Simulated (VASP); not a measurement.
# CdS3 (P4/mmm) in VASP: further runs, part 3 of 3

VASP 6.6.1. Earlier steps stand in the parts before.

## Step 5: Single point, PBE

This run uses another cell than the first one, of 22.93 Å³/atom.

Input file INCAR:

```
SYSTEM = CdS3
PREC = Accurate ; ENCUT = 500
EDIFF = 1E-6 ; ISMEAR = 0
SIGMA = 0.1 ; LREAL = .False.
LASPH = .True. ; NELM = 120
ALGO = Normal ; ISIF = 2
LWAVE = .False. ; LCHARG = .False.
GGA = PE ; NBANDS = 23
GGA_COMPAT = .False.
```

Input file KPOINTS:

```
regular mesh
0
Gamma
  16 16 4
  0 0 0
```

Input file POSCAR:

```
CdS3
1.0
    2.8312230592      0.0000000000      0.0000000000
    0.0000000000      2.8312230592      0.0000000000
    0.0000000000      0.0000000000     11.4414090125
Cd S
1 3
Direct
    0.0000000000      0.0000000000      0.0000000000
    0.5000000000      0.5000000000      0.8265916622
    0.0000000000      0.0000000000      0.5000000000
    0.5000000000      0.5000000000      0.1734083378
```

The run is started by

```sh
$ cat potpaw_PBE.64/Cd/POTCAR potpaw_PBE.64/S/POTCAR > POTCAR
$ mpirun -np 1 vasp_std > vasp.out
```

Wall time 4.1 min (1 thread of AMD EPYC 9R45 (Zen 5), shared host); peak memory 0.34 GiB.

It converged, with:

- Free energy: -10.4405 eV
- Pressure: 0.3 GPa
- Largest force: 0.049 eV/Å
- Band gap on the k mesh: zero (bands 15 and 16 overlap by 3.15 eV)

Forces in eV/Å, atoms in the order of the input:
```
Cd   0.000  0.000  0.000
S    0.000  0.000 -0.049
S    0.000  0.000  0.000
S    0.000  0.000  0.049
```

Levels at points of the mesh, in eV from the Fermi level:
```
           k point  band 12  band 13  band 14  band 15  band 16  band 17  band 18  band 19
(0.00, 0.00, 0.00)     0.86     0.86     1.24     1.24     1.38     2.25     2.25     7.30
(0.50, 0.00, 0.00)    -3.85    -1.36    -0.63     0.62     2.01     2.08     3.13     3.91
(0.50, 0.50, 0.00)    -3.45    -2.65    -2.65    -0.70    -0.66     0.67     2.20     3.06
(0.00, 0.00, 0.50)     0.86     0.86     1.24     1.24     1.67     2.25     2.25     6.18
(0.50, 0.00, 0.50)    -3.96    -1.32    -0.68     0.72     2.01     2.08     3.13     3.81
(0.50, 0.50, 0.50)    -3.46    -2.65    -2.65    -0.69    -0.66     0.66     2.21     3.05
```

## Step 6: Relaxation of cell and atoms, PBE

Input file INCAR:

```
PREC     = Accurate       # precision mode
ENCUT    = 500            # plane-wave cutoff, eV
EDIFF    = 1E-7           # SCF threshold, eV
ISMEAR   = 0              # smearing method
SIGMA    = 0.1            # smearing width, eV
LREAL    = F              # projectors in reciprocal space
LASPH    = T              # aspherical terms in the spheres
NELM     = 120            # most SCF steps
ALGO     = Normal         # electronic algorithm
ISIF     = 3              # what is computed and relaxed
LWAVE    = F              # write WAVECAR
LCHARG   = F              # write CHGCAR
GGA      = PE             # functional
IBRION   = 2              # ionic algorithm
NSW      = 100            # ionic steps
EDIFFG   = -0.01          # ionic threshold
GGA_COMPAT= F            
NELMIN   = 4
```

Input file KPOINTS:

```
regular mesh
0
Gamma
  16 16 4
```

Input file POSCAR:

```
CdS3
1.0
    2.8494283901      0.0000000000      0.0000000000
    0.0000000000      2.8494283901      0.0000000000
    0.0000000000      0.0000000000     11.5636350944
Cd S
1 3
Direct
    0.0000000000      0.0000000000      0.0000000000
    0.5000000000      0.5000000000      0.8307206626
    0.0000000000      0.0000000000      0.5000000000
    0.5000000000      0.5000000000      0.1692793374
```

Potentials or basis: VASP PAW PBE potentials, release 64 (Cd, S).

The run is started by

```sh
$ cat potpaw_PBE.64/Cd/POTCAR potpaw_PBE.64/S/POTCAR > POTCAR
$ mpirun -np 1 vasp_std > vasp.out
```

OUTCAR:

```text
PREC = Accurate
   ENCUT = 500
   EDIFF = 1E-7
   ISMEAR = 0
   LREAL = F
   LASPH = T
   NELM = 120
   ISIF = 3
   GGA = PE
   IBRION = 2
   NSW = 100
   EDIFFG = -0.01
   NELMIN = 4

 ion  position               nearest neighbor table
   1  0.000  0.000  0.000-   2 2.81   4 2.81   2 2.81   4 2.81   2 2.81   4 2.81   2 2.81   4 2.81

   2  0.500  0.500  0.831-   1 2.81   1 2.81   1 2.81   1 2.81
   3  0.000  0.000  0.500-
   4  0.500  0.500  0.169-   1 2.81   1 2.81   1 2.81   1 2.81

  LATTYP: Found a simple tetragonal cell.
 ALAT       =     2.8494283901
 C/A-ratio  =     4.0582297610

  Lattice vectors:

 A1 = (   2.8494283901,   0.0000000000,   0.0000000000)
 A2 = (   0.0000000000,   2.8494283901,   0.0000000000)
 A3 = (   0.0000000000,   0.0000000000,  11.5636350944)

Analysis of symmetry for initial positions (statically):
=====================================================================
 Subroutine PRICEL returns:
 Original cell was already a primitive cell.

 Routine SETGRP: Setting up the symmetry group for a
[... 280 lines left out ...]
  FREE ENERGIE OF THE ION-ELECTRON SYSTEM (eV)
  ---------------------------------------------------
  free  energy   TOTEN  =       -10.4397920186 eV

  energy  without entropy=      -10.4303320142  energy(sigma->0) =      -10.43506202

[... ionic steps 4 to 18 ...]

--------------------------------------- Ionic step       19  -------------------------------------------

 number of electron      29.9999998 magnetization

------------------------ aborting loop because EDIFF is reached ----------------------------------------
[... 71 lines left out ...]
--------------------------------------- Ionic step       21  -------------------------------------------

 number of electron      29.9999999 magnetization

 Free energy of the ion-electron system (eV)
  ---------------------------------------------------
  ext. energy  EPLUGINS =         0.00000000
  ---------------------------------------------------
  free energy    TOTEN  =       -10.44167862 eV

  energy without entropy =      -10.43244913  energy(sigma->0) =      -10.43706388

 E-fermi :   2.7920     XC(G=0):  -9.3675

 val. band max:        2.7813202293   @ k =   0.3750   0.3125   0.0000
 cond. band min:       2.8252851338   @ k =   0.1875   0.1875   0.0000
 fundamental gap:      0.0439649045
 Fermi energy:         2.7919956928

 k-point     1 :       0.0000    0.0000    0.0000
  band No.  band energies     occupation
      1     -11.9049      2.00000
      2     -11.4258      2.00000
      3     -10.0565      2.00000
      4      -7.7001      2.00000
      5      -7.2606      2.00000
      6      -6.1223      2.00000
[... 505 lines left out ...]
      6      -6.2881      2.00000
[... 11 lines left out ...]
     18       4.7923      0.00000
     19       6.8238      0.00000

 [... further k-points ...]

------------------------ aborting loop because EDIFF is reached ----------------------------------------

  FORCE on cell =-STRESS in cart. coord.  units (eV):
  Direction    XX          YY          ZZ          XY          YZ          ZX
  --------------------------------------------------------------------------------------
  -------------------------------------------------------------------------------------
  Total        0.0119203      0.0119203     -0.0385665      0.0000000      0.0000000      0.0000000
  in kB        0.2092937      0.2092937     -0.6771413      0.0000000      0.0000000      0.0000000
  external PRESSURE =      -0.0861846 kB  Pullay stress =       0.0000000 kB
[... 19 lines left out ...]
  FREE ENERGIE OF THE ION-ELECTRON SYSTEM (eV)
  ---------------------------------------------------
  free  energy   TOTEN  =       -10.4416786178 eV

  energy  without entropy=      -10.4324491328  energy(sigma->0) =      -10.43706388

 reached required accuracy - stopping structural energy minimisation
```

OSZICAR:

```text
N       E                     dE             d eps       ncg     rms          rms(c)
DAV:   1     0.190768435186E+03    0.19077E+03   -0.14063E+04  5146   0.136E+03
DAV:   2     0.128821328357E+01   -0.18948E+03   -0.18387E+03  6463   0.302E+02
DAV:   3    -0.110622529230E+02   -0.12350E+02   -0.12041E+02  5833   0.754E+01
[... 218 lines left out ...]
DAV:   4    -0.104416882279E+02    0.31491E-04   -0.28203E-05  5435   0.344E-02    0.273E-02
DAV:   5    -0.104416774145E+02    0.10813E-04   -0.22747E-05  5280   0.314E-02    0.721E-03
DAV:   6    -0.104416781422E+02   -0.72769E-06   -0.16680E-06  5514   0.110E-02    0.353E-03
DAV:   7    -0.104416786516E+02   -0.50941E-06   -0.16321E-07  3385   0.317E-03    0.719E-04
DAV:   8    -0.104416786178E+02    0.33775E-07   -0.19133E-08  2565   0.110E-03
  21 F= -.10441679E+02 E0= -.10437064E+02  d E =-.539738E-04
```

CONTCAR:

```text
CdS3
   1.00000000000000
     2.8326937634148273   -0.0000000000000000    0.0000000000000000
     0.0000000000000000    2.8326937634148273   -0.0000000000000000
    -0.0000000000000000   -0.0000000000000000   11.3721426238733585
  Cd              S
     1     3
Direct
     1.0000000000000000    1.0000000000000000    0.0000000000000000
     0.5000000000000000    0.5000000000000000    0.8246910787548667
     1.0000000000000000    1.0000000000000000    0.5000000000000000
     0.5000000000000000    0.5000000000000000    0.1753089212451335

  0.00000000E+00  0.00000000E+00  0.00000000E+00
  0.00000000E+00  0.00000000E+00  0.00000000E+00
  0.00000000E+00  0.00000000E+00  0.00000000E+00
  0.00000000E+00  0.00000000E+00  0.00000000E+00
```

It took 27 min on 1 thread of AMD EPYC 9R45 (Zen 5), shared host; peak memory 0.34 GiB.

What came out:

```yaml
Free_energy: -10.4417 eV
Relaxed_volume: 22.81 Å³/atom
Relaxed_cell: a = 2.833 Å, b = 2.833 Å, c = 11.372 Å, α = 90.00°, β = 90.00°, γ = 90.00°
Space_group_after_relaxing_to_0.1_Å: P4/mmm (No. 123)
Energy_gained_by_relaxing: 1.4 meV/atom
Ionic_steps: 21
Pressure_after_relaxing: 0.0 GPa
Largest_force_after_relaxing: 0.007 eV/Å
Band_gap_on_the_k_mesh: zero (bands 15 and 16 overlap by 3.16 eV)
```

Forces in eV/Å, atoms in the order of the input:
```
Cd   0.000  0.000  0.000
S    0.000  0.000  0.007
S    0.000  0.000  0.000
S    0.000  0.000 -0.007
```

Stress tensor (GPa, compression positive):
```
 0.02  0.00  0.00
 0.00  0.02  0.00
 0.00  0.00 -0.07
```

The path:
| step | energy change (eV) | largest force (eV/Å) | pressure (GPa) | volume (Å³) |
| --- | --- | --- | --- | --- |
| 1 | 0.0000 | 0.1352 | 0.12 | 93.89 |
| 2 | -0.0033 | 0.0461 | -0.13 | 94.13 |
| 3 | -0.0038 | 0.0060 | -0.27 | 94.28 |
| 4 | -0.0042 | 0.0161 | 0.05 | 93.73 |
| 5 | -0.0042 | 0.0112 | -0.02 | 93.85 |
| 6 | -0.0042 | 0.0106 | -0.03 | 93.86 |
| 7 | -0.0043 | 0.0150 | -0.01 | 93.81 |
| 8 | -0.0044 | 0.0285 | 0.03 | 93.64 |
| 9 | -0.0043 | 0.0553 | 0.12 | 93.31 |
| 10 | -0.0044 | 0.0351 | 0.05 | 93.56 |
| 11 | -0.0044 | 0.0346 | 0.04 | 93.55 |
| 12 | -0.0044 | 0.0326 | 0.02 | 93.52 |
| 13 | -0.0045 | 0.0287 | -0.02 | 93.46 |
| 14 | -0.0047 | 0.0209 | -0.11 | 93.34 |
| 15 | -0.0048 | 0.0199 | -0.10 | 93.26 |
| 16 | -0.0050 | 0.0176 | -0.07 | 93.02 |
| 17 | -0.0053 | 0.0134 | -0.02 | 92.56 |
| 18 | -0.0055 | 0.0055 | 0.09 | 91.62 |
| 19 | -0.0056 | 0.0047 | 0.03 | 91.46 |
| 20 | -0.0056 | 0.0131 | -0.01 | 91.31 |
| 21 | -0.0057 | 0.0075 | -0.01 | 91.25 |

Final structure:
```xyz
4
Lattice="2.8327 0.0000 0.0000 0.0000 2.8327 0.0000 0.0000 0.0000 11.3721" Properties=species:S:1:pos:R:3 pbc="T T T"
Cd    2.8327    2.8327    0.0000
S     1.4163    1.4163    9.3785
S     2.8327    2.8327    5.6861
S     1.4163    1.4163    1.9936
```

Levels at points of the mesh, in eV from the Fermi level:
```
           k point  band 12  band 13  band 14  band 15  band 16  band 17  band 18  band 19
(0.00, 0.00, 0.00)     0.87     0.87     1.24     1.24     1.32     2.24     2.24     7.38
(0.50, 0.00, 0.00)    -3.83    -1.37    -0.63     0.59     2.02     2.08     3.12     3.85
(0.50, 0.50, 0.00)    -3.46    -2.65    -2.65    -0.70    -0.66     0.66     2.21     3.04
(0.00, 0.00, 0.50)     0.87     0.87     1.24     1.24     1.63     2.24     2.24     6.22
(0.50, 0.00, 0.50)    -3.94    -1.33    -0.69     0.70     2.02     2.08     3.12     3.74
(0.50, 0.50, 0.50)    -3.46    -2.65    -2.65    -0.70    -0.67     0.66     2.23     3.03
```

## Step 7: Overview

| task | cell | k mesh | gap on the mesh (eV) | pressure (GPa) | relaxed volume (Å³/atom) | largest force (eV/Å) |
| --- | --- | --- | --- | --- | --- | --- |
| single point | a = 2.849, b = 2.849, c = 11.564 Å, 4 atoms, atomic positions A | 6 × 6 × 2 | none | 0.3 | - | 0.04 |
| single point | a = 3.072, b = 3.072, c = 10.111 Å, 4 atoms, atomic positions B | 6 × 6 × 2 | none | -9.7 | - | 0.23 |
| relaxation of cell and atoms | relaxed from a = 3.072, b = 3.072, c = 10.111 Å, 4 atoms, atomic positions B | 6 × 6 × 2 | none | 0.0 | 21.67 | 0.04 |
| single point | a = 2.831, b = 2.831, c = 11.441 Å, 4 atoms, atomic positions C | 16 × 16 × 4 | none | 0.3 | - | 0.05 |
| relaxation of cell and atoms | relaxed from a = 2.849, b = 2.849, c = 11.564 Å, 4 atoms, atomic positions A | 16 × 16 × 4 | none | 0.0 | 22.81 | 0.01 |

Alike in all rows: level PBE; potentials or basis VASP PAW PBE potentials, release 64 (Cd, S); no spin polarisation; cutoff (eV) 500; smearing gaussian 0.1 eV.

Caveats: some runs use coarse meshes; the cell stands under tension (at least some runs); a cell axis changed by over 15 % at a fixed basis, so the end point is rough (at least some runs).

Absolute energies hang on the potentials; compare differences alone.
